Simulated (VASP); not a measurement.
# C (P-1) in VASP: a series of runs

C is run at these levels: PBE+D3(BJ); tasks: single point.

All numbers are computed with VASP 6.6.1; they aren't measurements. Logs are shortened: lines on timing, memory, paths and dates and some standing lists are left out, and cuts for length are marked.

## Step 1: The cell of the first run

The typed cell holds 10 atoms: a = 3.650 Å, b = 2.465 Å, c = 9.671 Å, α = 98.55°, β = 85.16°, γ = 90.00°.

## Step 2: Single point, PBE+D3(BJ) (the part above a cut slid along it)

Contents of INCAR:

```
PREC = Accurate
ENCUT = 520
EDIFF = 1E-6
ISMEAR = 0
SIGMA = 0.05
LREAL = False
LASPH = True
NELM = 100
ALGO = Normal
ISIF = 2
LWAVE = False
LCHARG = True
GGA = PE
IVDW = 12
LELF = True
LVHAR = True
NBANDS = 31
```

Contents of KPOINTS:

```
Automatic mesh
0
Gamma
  7 11 3
```

Contents of POSCAR:

```
C
1.0
    0.0000000000      1.4231666446     -3.3613878322
   -2.4649969361      0.0000000000      0.0000000000
    1.4379148794      9.0929209467      2.9643076179
C
10
Direct
    0.4885365875      0.1214546375      0.8939222356
    0.7608296279      0.6400961034      0.0687361772
    0.9427563678      0.2604357369      0.2750326918
    0.1246831077      0.8807753704      0.4813292064
    0.3066098476      0.5011150039      0.6876257210
    0.8210971120      0.1802435302      0.1375603374
    0.0030238519      0.8005831637      0.3438568521
    0.1849505918      0.4209227972      0.5501533667
    0.3668773317      1.0412624307      0.7564498813
    0.5488040715      0.6616020643      0.9627463959
```

Potentials or basis: VASP PAW PBE potentials, release 64 (C).

Command:

```
> cat potpaw_PBE.64/C/POTCAR > POTCAR
> mpirun -np 1 vasp_std > vasp.out
```

OUTCAR:

```text
PREC = Accurate
   ENCUT = 520
   EDIFF = 1E-6
   ISMEAR = 0
   LREAL = False
   LASPH = True
   NELM = 100
   ISIF = 2
   GGA = PE
   IVDW = 12
 IVDW          = 12

 ion  position               nearest neighbor table
   1  0.489  0.121  0.894-  10 1.42  10 1.42   9 1.42
   2  0.761  0.640  0.069-  10 1.34   6 1.42   6 1.42
   3  0.943  0.260  0.275-   7 1.42   7 1.42   6 1.42
   4  0.125  0.881  0.481-   8 1.42   8 1.42   7 1.42
   5  0.307  0.501  0.688-   9 1.42   9 1.42   8 1.42
   6  0.821  0.180  0.138-   2 1.42   2 1.42   3 1.42
   7  0.003  0.801  0.344-   3 1.42   3 1.42   4 1.42
   8  0.185  0.421  0.550-   4 1.42   4 1.42   5 1.42
   9  0.367  0.041  0.756-   5 1.42   5 1.42   1 1.42
  10  0.549  0.662  0.963-   2 1.34   1 1.42   1 1.42

  LATTYP: Found a triclinic cell.
 ALAT       =     2.4649969361
 B/A-ratio  =     1.7868600557
 C/A-ratio  =     3.9234927188
 COS(alpha) =     0.0133314345
 COS(beta)  =     0.1486770526
 COS(gamma) =     0.5596409169

  Lattice vectors:

 A1 = (  -2.4649969361,   0.0000000000,   0.0000000000)
 A2 = (  -2.4649969361,   1.4231666446,  -3.3613878322)
 A3 = (  -1.4379148794,  -9.0929209467,  -2.9643076179)

Analysis of symmetry for initial positions (statically):
=====================================================================
 Subroutine PRICEL returns:
 Original cell was already a primitive cell.

 Routine SETGRP: Setting up the symmetry group for a
 triclinic supercell.

 Subroutine GETGRP returns: Found  2 space group operations
 (whereof  1 operations were pure point group operations)
 out of a pool of  2 trial point group operations.

The static configuration has the point symmetry C_1 .
 The point group associated with its full space group is S_2 .

Analysis of symmetry for dynamics (positions and initial velocities):
=====================================================================
 Subroutine PRICEL returns:
 Original cell was already a primitive cell.

 Routine SETGRP: Setting up the symmetry group for a
 triclinic supercell.

 Subroutine GETGRP returns: Found  2 space group operations
 (whereof  1 operations were pure point group operations)
 out of a pool of  2 trial point group operations.

The dynamic configuration has the point symmetry C_1 .
 The point group associated with its full space group is S_2 .

 Subroutine INISYM returns: Found  2 space group operations
 (whereof  1 operations are pure point group operations),
 and found     1 'primitive' translations

[... 110 lines left out ...]
   EDIFF  = 0.1E-05   stopping-criterion for ELM
   LREAL  =      F    real-space projection
[... 7 lines left out ...]
   TEBEG  =    0.0;   TEEND  =   0.0 temperature during run
   PSTRESS=    0.0 pullay stress
   NELECT =      40.0000    total number of electrons
   NUPDOWN=      -1.0000    fix difference up-down
   EMIN   =  10.00;   EMAX   =-10.00  energy-range for DOS
   EFERMI =   0.00;   METHOD = LEGACY
   ISMEAR =     0;   SIGMA  =   0.05  broadening in eV -4-tet -1-fermi 0-gaus
   EFERMI_NEDOS =   21; number of points for ismear=-14 and -15
   IALGO  =     38    algorithm
   IMIX   =      4    mixing-type and parameters
     AMIX     =   0.40;   BMIX     =  1.00
     AMIX_MAG =   1.60;   BMIX_MAG =  1.00
  volume/ion in A,a.u.               =       8.57        57.86
  Fermi-wavevector in a.u.,A,eV,Ry     =   1.269691  2.399369 21.934167  1.612116
  Thomas-Fermi vector in A             =   2.402719
   LORBIT       =      0    0 simple, 1 ext, 2 COOP (PROOUT), +10 PAW based schemes
   GGA     = PE    functional components
   LHFCALC =     F    Hartree Fock is set to
   AEXX    =    0.0000 exact exchange contribution
   IVDW    =    12    specifies the selected vdW correction
   LEPSILON=     F    determine dielectric tensor
   LRPA    =     F    only Hartree local field effects (RPA)
 non-spin polarized calculation
 Gauss-broadening in eV      SIGMA  =   0.05
  energy-cutoff  :      520.00
  volume of cell :       85.74
 maximum number of plane-waves:      2337
   NGX = 13   NGY =  9   NGZ = 35

 number of electron      39.9999999 magnetization

 Free energy of the ion-electron system (eV)
  ---------------------------------------------------
  ext. energy  EPLUGINS =         0.00000000
  ---------------------------------------------------
  free energy    TOTEN  =       -91.28046472 eV

  energy without entropy =      -91.28045764  energy(sigma->0) =      -91.28046118

 E-fermi :   4.8972     XC(G=0): -10.4823

 val. band max:        4.7943303251   @ k =   0.0000   0.3636   0.3333
 cond. band min:       5.0000887136   @ k =   0.0000   0.3636   0.3333
 fundamental gap:      0.2057583885
 Fermi energy:         4.8972095245

 k-point     1 :       0.0000    0.0000    0.0000
  band No.  band energies     occupation
      1     -14.9421      2.00000
      2     -13.9496      2.00000
      3     -13.6640      2.00000
      4     -10.9697      2.00000
      5     -10.7237      2.00000
      6      -6.3725      2.00000
[... 805 lines left out ...]
     30      14.6527      0.00000
     31      15.7858      0.00000

 [... further k-points ...]

------------------------ aborting loop because EDIFF is reached ----------------------------------------

 Edisp (eV)   -1.58161

 E8    (eV) :    -0.4492

  FORCE on cell =-STRESS in cart. coord.  units (eV):
  Direction    XX          YY          ZZ          XY          YZ          ZX
  --------------------------------------------------------------------------------------
  -------------------------------------------------------------------------------------
  Total       1.52263     8.27863     0.67078    -3.73223    -1.86299     0.77533
  in kB      28.45219   154.69586    12.53440   -69.74119   -34.81225    14.48789
  external pressure =       65.23 kB  Pullay stress =        0.00 kB

 VOLUME and BASIS-vectors are now :
 -----------------------------------------------------------------------------
  energy-cutoff  :      520.00
  volume of cell :       85.74
      direct lattice vectors                 reciprocal lattice vectors
     0.000000000  1.423166645 -3.361387832     0.000000000  0.085221568 -0.261414496
    -2.464996936  0.000000000  0.000000000    -0.405680017  0.056371770  0.023867053
     1.437914879  9.092920947  2.964307618     0.000000000  0.096637320  0.040914948

 POSITION                                       TOTAL-FORCE (eV/Angst)
 -----------------------------------------------------------------------------------
      0.98600      8.82363      1.00770        -0.086107     -1.186655      0.630468
     -1.47900      1.70780     -2.35369        -1.937385      4.119865      1.328727
     -0.24650      3.84255     -2.35369        -0.283674     -0.151707     -0.361423
     -1.47900      4.55413      1.00770        -0.040771     -0.090633      0.042387
     -0.24650      6.68888      1.00770        -0.034545     -0.140173     -0.021304
     -0.24650      2.41938     -2.35225         0.086107      1.186655     -0.630468
     -1.47900      3.13097      1.00913         0.034545      0.140173      0.021304
     -0.24650      5.26572      1.00913         0.040771      0.090633     -0.042387
      0.98600      7.40047      1.00913         0.283674      0.151707      0.361423
     -0.24650      9.53522      1.00913         1.937385     -4.119865     -1.328727
 -----------------------------------------------------------------------------------
    total drift:                                0.000000      0.000023      0.000017

  FREE ENERGIE OF THE ION-ELECTRON SYSTEM (eV)
  ---------------------------------------------------
  free  energy   TOTEN  =       -92.8620748083 eV

  energy  without entropy=      -92.8620677257  energy(sigma->0) =      -92.86207127
```

OSZICAR:

```text
N       E                     dE             d eps       ncg     rms          rms(c)
DAV:   1     0.136901619892E+03    0.13690E+03   -0.20823E+04  7192   0.121E+03
DAV:   2    -0.869350512418E+02   -0.22384E+03   -0.21557E+03  9082   0.257E+02
DAV:   3    -0.973090253146E+02   -0.10374E+02   -0.10307E+02  9200   0.543E+01
DAV:   4    -0.974452720309E+02   -0.13625E+00   -0.13606E+00  9790   0.693E+00
DAV:   5    -0.974481231922E+02   -0.28512E-02   -0.28506E-02  9474   0.942E-01    0.144E+01
DAV:   6    -0.927329532647E+02    0.47152E+01   -0.44459E+00  8793   0.960E+00    0.841E+00
DAV:   7    -0.912619101137E+02    0.14710E+01   -0.51278E+00  8918   0.104E+01    0.231E+00
DAV:   8    -0.912798284171E+02   -0.17918E-01   -0.20281E-01  8394   0.211E+00    0.178E-01
DAV:   9    -0.912799405594E+02   -0.11214E-03   -0.75118E-03  9669   0.485E-01    0.870E-02
DAV:  10    -0.912803505294E+02   -0.40997E-03   -0.87261E-04  9000   0.164E-01    0.400E-02
DAV:  11    -0.912804455856E+02   -0.95056E-04   -0.11196E-04  9091   0.599E-02    0.193E-02
DAV:  12    -0.912804642468E+02   -0.18661E-04   -0.38963E-05  8751   0.340E-02    0.548E-03
DAV:  13    -0.912804647193E+02   -0.47246E-06   -0.20669E-06  8698   0.847E-03
   1 F= -.92862075E+02 E0= -.92862071E+02  d E =-.708258E-05
```

stdout:

```text
POSCAR found type information on POSCAR C
 POSCAR found :  1 types and      10 ions
 scaLAPACK will be used
 LDA part: xc-table for (Slater+PW92), standard interpolation
 POSCAR, INCAR and KPOINTS ok, starting setup
 FFT: planning ... GRIDC
 FFT: planning ... GRID_SOFT
 FFT: planning ... GRID
 WAVECAR not read
 entering main loop
```

Run time: 4.1 min. Hardware: 1 thread of Intel Xeon 8259CL, shared host; peak memory 0.33 GiB.

What came out:

| Item | Value |
| --- | --- |
| Free energy | -92.8621 eV |
| Pressure | 6.5 GPa |
| Largest force | 4.743 eV/Å |
| Dispersion energy per atom | -0.158 eV |

Forces in eV/Å, atoms in the order of the input:
```
C   -0.086 -1.187  0.630
C   -1.937  4.120  1.329
C   -0.284 -0.152 -0.361
C   -0.041 -0.091  0.042
C   -0.035 -0.140 -0.021
C    0.086  1.187 -0.630
C    0.035  0.140  0.021
C    0.041  0.091 -0.042
C    0.284  0.152  0.361
C    1.937 -4.120 -1.329
```

Caveat: the cell differs from its parent crystal (the part above a cut slid along it); the stress differs along the axes, from 1 to 15 GPa; forces of over 1 eV/Å act on the atoms, so gaps and moduli don't describe the material at rest.

## Step 3: Single point, PBE+D3(BJ) (the part above a cut slid along it)

Contents of INCAR:

```
SYSTEM = C
PREC = Accurate
ENCUT = 520
EDIFF = 1E-7
ISMEAR = 0
SIGMA = 0.05
LREAL = .FALSE.
LASPH = .TRUE.
NELM = 80
ALGO = Normal
ISIF = 2
LWAVE = .FALSE.
LCHARG = .TRUE.
GGA = PE
IVDW = 12
LELF = .TRUE.
LVHAR = .TRUE.
NBANDS = 31
```

Contents of KPOINTS:

```
Automatic mesh
0
G
  7 11 3
  0 0 0
```

Contents of POSCAR:

```
C
1.0
    0.0000000000      1.4231666446     -3.3613878322
   -2.4649969361      0.0000000000      0.0000000000
    3.4920789928     10.2788931505      0.1631510911
C
10
Direct
   -0.2563986089      0.8663898338      0.8939222356
    0.7035494803      0.6973762510      0.0687361772
    0.7135624580      0.4896296467      0.2750326918
   -0.2764245643      1.2818830424      0.4813292064
   -0.2664115866      1.0741364381      0.6876257210
    0.7064634974      0.2948771447      0.1375603374
   -0.2835235248      1.0871305404      0.3438568521
   -0.2735105471      0.8793839361      0.5501533667
   -0.2634975694      1.6716373318      0.7564498813
   -0.2534845917      1.4638907275      0.9627463959
```

Potentials or basis: VASP PAW PBE potentials, release 64 (C).

Command:

```
> cat potpaw_PBE.64/C/POTCAR > POTCAR
> mpirun -np 1 vasp_std > vasp.out
```

Wall time 5 min (1 thread of Intel Xeon 8259CL, shared host); peak memory 0.33 GiB.

It converged, with:

```yaml
Free_energy: -87.5998 eV
Pressure: 32.5 GPa
Largest_force: 38.889 eV/Å
Dispersion_energy_per_atom: -0.145 eV
```

Forces on the atoms (eV/Å):
```
C    -0.063  -4.035  -0.691
C    -3.475  38.485   4.381
C     0.353  -0.595   0.150
C     0.041  -0.286  -0.009
C     0.032  -0.393   0.027
C     0.063   4.035   0.691
C    -0.032   0.393  -0.027
C    -0.041   0.286   0.009
C    -0.353   0.595  -0.150
C     3.475 -38.485  -4.381
```

Stress tensor (GPa, compression positive):
```
 7.01 -2.84 -0.90
-2.84 89.06 12.65
-0.90 12.65  1.40
```

Caveat: the cell differs from its parent crystal (the part above a cut slid along it); atoms lie so close that the PAW spheres overlap strongly, which falsifies energies and pressures; the stress differs along the axes, from 1 to 89 GPa; forces of over 1 eV/Å act on the atoms, so gaps and moduli don't describe the material at rest.

## Step 4: Single point, PBE+D3(BJ) (the part above a cut slid along it)

Contents of INCAR:

```
PREC = Accurate
ENCUT = 520
EDIFF = 1E-7
ISMEAR = 0
SIGMA = 0.05
LREAL = False
LASPH = True
NELM = 100
ALGO = Normal
ISIF = 2
LWAVE = False
LCHARG = False
GGA = PE
IVDW = 12
NBANDS = 31
```

Contents of KPOINTS:

```
regular mesh
0
Gamma
  7 11 3
```

Contents of POSCAR:

```
C
1.0
    0.0000000000      1.4231666446     -3.3613878322
   -2.4649969361      0.0000000000      0.0000000000
    1.6433312908     11.3295073895      3.5809202707
C
10
Direct
    0.4673552863      0.0800743440      0.7201115161
    0.7592009385      0.6369142570      0.0553713855
    0.9362395255      0.2477042788      0.2215564182
    0.1132781124      0.8584943005      0.3877414508
    0.2903166994      0.4692843223      0.5539264834
    0.8178376484      0.1738757647      0.1108136471
   -0.0051237646      0.7846657865      0.2769986797
    0.1719148224      0.3954558082      0.4431837123
    0.3489534093      1.0062458300      0.6093687450
    0.5259919963      0.6170358517      0.7755537776
```

Command:

```
> cat potpaw_PBE.64/C/POTCAR > POTCAR
> mpirun -np 1 vasp_std > vasp.out
```

Wall time 10 min (1 thread of Intel Xeon 8259CL, shared host); peak memory 0.37 GiB.

It converged, with:

- Free energy: -87.2310 eV
- Pressure: -1.5 GPa
- Largest force: 2.479 eV/Å
- Dispersion energy per atom: -0.139 eV

Forces on the atoms (eV/Å):
```
C   -0.011  2.476  0.124
C   -0.046  0.940  0.019
C   -0.004  0.756  0.033
C    0.000  0.127  0.009
C   -0.001  0.127  0.008
C    0.011 -2.476 -0.124
C    0.001 -0.127 -0.008
C    0.000 -0.127 -0.009
C    0.004 -0.756 -0.033
C    0.046 -0.940 -0.019
```

Stress tensor (GPa, compression positive):
```
-1.45 -0.22 -0.01
-0.22 -2.87 -0.41
-0.01 -0.41 -0.25
```

Caveat: the cell differs from its parent crystal (the part above a cut slid along it); forces of over 1 eV/Å act on the atoms, so gaps and moduli don't describe the material at rest.

## Step 5: Single point, PBE+D3(BJ) (the part above a cut slid along it)

Changes to INCAR since step 4:

```diff
@@ -11,5 +11,7 @@
 LWAVE = False
-LCHARG = False
+LCHARG = True
 GGA = PE
 IVDW = 12
+LELF = True
+LVHAR = True
 NBANDS = 31
```

KPOINTS is that of step 4.

Contents of POSCAR:

```
C
1.0
    0.0000000000      1.4231666446     -3.3613878322
   -2.4649969361      0.0000000000      0.0000000000
    1.4379148794     11.2109101691      3.8610359234
C
10
Direct
    0.5273645794      0.0200650510      0.7201115161
    0.7638152206      0.6322999749      0.0553713855
    0.9547025603      0.2292412439      0.2215564182
    0.1455899000      0.8261825130      0.3877414508
    0.3364772397      0.4231237820      0.5539264834
    0.8270721190      0.1646412941      0.1108136471
    0.0179594587      0.7615825632      0.2769986797
    0.2088467984      0.3585238322      0.4431837123
    0.3997341381      0.9554651012      0.6093687450
    0.5906214777      0.5524063703      0.7755537776
```

Command:

```
> cat potpaw_PBE.64/C/POTCAR > POTCAR
> mpirun -np 1 vasp_std > vasp.out
```

Wall time 8.9 min (1 thread of Intel Xeon 8259CL, shared host); peak memory 0.37 GiB.

It converged, with:

```yaml
Free_energy: -87.2981 eV
Pressure: -1.7 GPa
Largest_force: 2.540 eV/Å
Dispersion_energy_per_atom: -0.139 eV
```

Forces in eV/Å, atoms in the order of the input:
```
C   -0.008  2.535  0.161
C   -0.035  0.894 -0.045
C   -0.004  0.783  0.057
C   -0.001  0.152  0.006
C   -0.001  0.160  0.007
C    0.008 -2.535 -0.161
C    0.001 -0.160 -0.007
C    0.001 -0.152 -0.006
C    0.004 -0.783 -0.057
C    0.035 -0.894  0.045
```

Stress tensor (GPa, compression positive):
```
-1.60 -0.16 -0.02
-0.16 -3.31 -0.74
-0.02 -0.74 -0.33
```

Caveat: the cell differs from its parent crystal (the part above a cut slid along it); forces of over 1 eV/Å act on the atoms, so gaps and moduli don't describe the material at rest.

## Step 6: Single point, PBE+D3(BJ) (the part above a cut slid along it)

Contents of INCAR:

```
SYSTEM = C
PREC = Accurate
ENCUT = 520
EDIFF = 1E-6
ISMEAR = 0
SIGMA = 0.05
LREAL = .False.
LASPH = .True.
NELM = 100
ALGO = Normal
ISIF = 2
LWAVE = .False.
LCHARG = .False.
GGA = PE
IVDW = 12
NBANDS = 31
```

Contents of KPOINTS:

```
Automatic mesh
0
Gamma
  7 11 3
  0 0 0
```

Contents of POSCAR:

```
C
1.0
    0.0000000000      1.4231666446     -3.3613878322
   -2.4649969361      0.0000000000      0.0000000000
    3.4920789928     12.3968823729      1.0598793966
C
10
Direct
   -0.0727283507      0.6201579811      0.7201115161
    0.7176723994      0.6784427962      0.0553713855
    0.7700722118      0.4138715924      0.2215564182
   -0.1775279757      1.1493003886      0.3877414508
   -0.1251281632      0.8847291849      0.5539264834
    0.7347274131      0.2569860000      0.1108136471
   -0.2128727744      0.9924147963      0.2769986797
   -0.1604729619      0.7278435925      0.4431837123
   -0.1080731494      1.4632723887      0.6093687450
   -0.0556733369      1.1987011849      0.7755537776
```

Potentials or basis: VASP PAW PBE potentials, release 64 (C).

Command:

```
> cat potpaw_PBE.64/C/POTCAR > POTCAR
> mpirun -np 1 vasp_std > vasp.out
```

Run time: 8.5 min. Hardware: 1 thread of Intel Xeon 8259CL, shared host; peak memory 0.38 GiB.

The run converged. Its results:

| Item | Value |
| --- | --- |
| Free energy | -87.3569 eV |
| Pressure | -1.9 GPa |
| Largest force | 2.549 eV/Å |
| Band gap on the k mesh | zero (bands 20 and 21 overlap by 0.01 eV) |
| Dispersion energy per atom | -0.139 eV |

Forces on the atoms (eV/Å):
```
C    0.011  2.540  0.219
C    0.051  0.860 -0.255
C    0.005  0.783  0.119
C    0.000  0.155 -0.001
C    0.001  0.169  0.007
C   -0.011 -2.540 -0.219
C   -0.001 -0.169 -0.007
C    0.000 -0.155  0.001
C   -0.005 -0.783 -0.119
C   -0.051 -0.860  0.255
```

Stress tensor (GPa, compression positive):
```
-1.62  0.23  0.07
 0.23 -3.36 -1.44
 0.07 -1.44 -0.78
```

Levels at points of the mesh, in eV from the Fermi level:
```
           k point  band 16  band 17  band 18  band 19  band 20  band 21  band 22  band 23  band 24  band 25
(0.00, 0.00, 0.00)    -3.64    -3.54    -3.01    -2.79    -0.62     0.51     2.42     4.54     4.86     6.19
```

Caveat: the cell differs from its parent crystal (the part above a cut slid along it); forces of over 1 eV/Å act on the atoms, so gaps and moduli don't describe the material at rest.

## Step 7: The runs side by side

| cell | pressure (GPa) | largest force (eV/Å) |
| --- | --- | --- |
| a = 3.650, b = 2.465, c = 9.671 Å, angles 98.6, 85.2, 90.0°, 10 atoms | 6.5 | 4.74 |
| a = 3.650, b = 2.465, c = 10.857 Å, angles 108.8, 69.2, 90.0°, 10 atoms | 32.5 | 38.89 |
| a = 3.650, b = 2.465, c = 11.995 Å, angles 97.9, 84.6, 90.0°, 10 atoms | -1.5 | 2.48 |
| a = 3.650, b = 2.465, c = 11.944 Å, angles 96.9, 86.1, 90.0°, 10 atoms | -1.7 | 2.54 |
| a = 3.650, b = 2.465, c = 12.923 Å, angles 105.7, 72.6, 90.0°, 10 atoms | -1.9 | 2.55 |

Alike in all rows: task single point; level PBE+D3(BJ); potentials or basis VASP PAW PBE potentials, release 64 (C); no spin polarisation; k mesh 7 × 11 × 3; cutoff (eV) 520; smearing gaussian 0.05 eV.

Caveats: forces of over 1 eV/Å act on the atoms, so gaps and moduli don't describe the material at rest; the stress differs along the axes, from 1 to 15 GPa (at least some runs); atoms lie so close that the PAW spheres overlap strongly, which falsifies energies and pressures (at least some runs); the stress differs along the axes, from 1 to 89 GPa (at least some runs).

Total energies depend on the potentials used, so only differences within one code and one set of settings carry meaning.

The gap in the log of VASP goes by the Fermi energy; the results here count the filled bands.